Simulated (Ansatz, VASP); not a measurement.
## CaO: VASP beside Ansatz

Contents of INCAR:

```
SYSTEM = CaO
ALGO     = Normal         ! electronic algorithm
EDIFF    = 1E-6           ! SCF threshold, eV
ENCUT    = 520            ! plane-wave cutoff, eV
GGA      = PE             ! functional
ISIF     = 2              ! what is computed and relaxed
ISMEAR   = 0              ! smearing method
LASPH    = .TRUE.         ! aspherical terms in the spheres
LCHARG   = .FALSE.        ! write CHGCAR
LREAL    = .FALSE.        ! projectors in reciprocal space
LWAVE    = .FALSE.        ! write WAVECAR
NBANDS   = 24             ! bands
NELM     = 60             ! most SCF steps
PREC     = Accurate       ! precision mode
SIGMA    = 0.05           ! smearing width, eV
```

Contents of KPOINTS:

```
k-points
0
G
  9 9 6
  0 0 0
```

File POSCAR:

```
CaO
1.0
    3.9919758245      0.0598796373      0.0000000000
   -1.9441306251      3.4272126566      0.0000000000
    0.0000000000      0.0000000000      4.7848400100
Ca O
2 2
Direct
    0.3333333333      0.6666666667      0.7500000000
    0.6666666667      0.3333333333      0.2500000000
    0.3333333333      0.6666666667      0.2500000000
    0.6666666667      0.3333333333      0.7500000000
```

Input for Ansatz:

```yaml
crystal:
  lattice:
    - [3.9919758245, 0.0598796373, 0.0]
    - [-1.9441306251, 3.4272126566, 0.0]
    - [0.0, 0.0, 4.78484001]
  atoms:
    - { symbol: Ca, position: [0.3333333333, 0.6666666667, 0.75] }
    - { symbol: Ca, position: [0.6666666667, 0.3333333333, 0.25] }
    - { symbol: O, position: [0.3333333333, 0.6666666667, 0.25] }
    - { symbol: O, position: [0.6666666667, 0.3333333333, 0.75] }
basis:
  ecutwfc: 420
kpoints:
  mp_grid: { grid: [9, 9, 6] }
hamiltonian:
  xc: pbe
scf:
  occupations: { method: gaussian, width: 0.05 }
output:
  forces: true
  stress: true
  eigenvalues: true
```

Change from the starting cell: strain +0.0300 x Voigt [0, 0, 0, 0, 0, 1], atoms carried along.

Alike in both runs: task single point; functional PBE; k mesh 9 × 9 × 6; occupations gaussian, width 0.05 eV; no spin polarisation.

|  | VASP | Ansatz |
| --- | --- | --- |
| version | VASP 6.6.1 | Ansatz 0.2.0 |
| potentials or method | VASP PAW PBE potentials, release 64 (Ca_sv, O), cutoff 520 eV | scalar-relativistic, plane waves, PAW |
| valence electrons in the cell | 32 | 32 |

Ansatz gave:

```
gap on the k mesh at the Fermi level (eV)                     : 3.18
least direct gap on the mesh (eV)                             : 3.18
pressure (GPa)                                                : 1.0
traceless stress, the component that is largest in VASP (GPa) : -1.20
rms of the force components (eV/Å)                            : 0.095
```

Q: Estimate VASP's values.

A: gap on the k mesh at the Fermi level (eV): 3.16; least direct gap on the mesh (eV): 3.16; pressure (GPa): 1.5; traceless stress, the component that is largest in VASP (GPa): -1.23; rms of the force components (eV/Å): 0.100.

Atom by atom the forces differ by 0.005 eV/Å (rms over components).
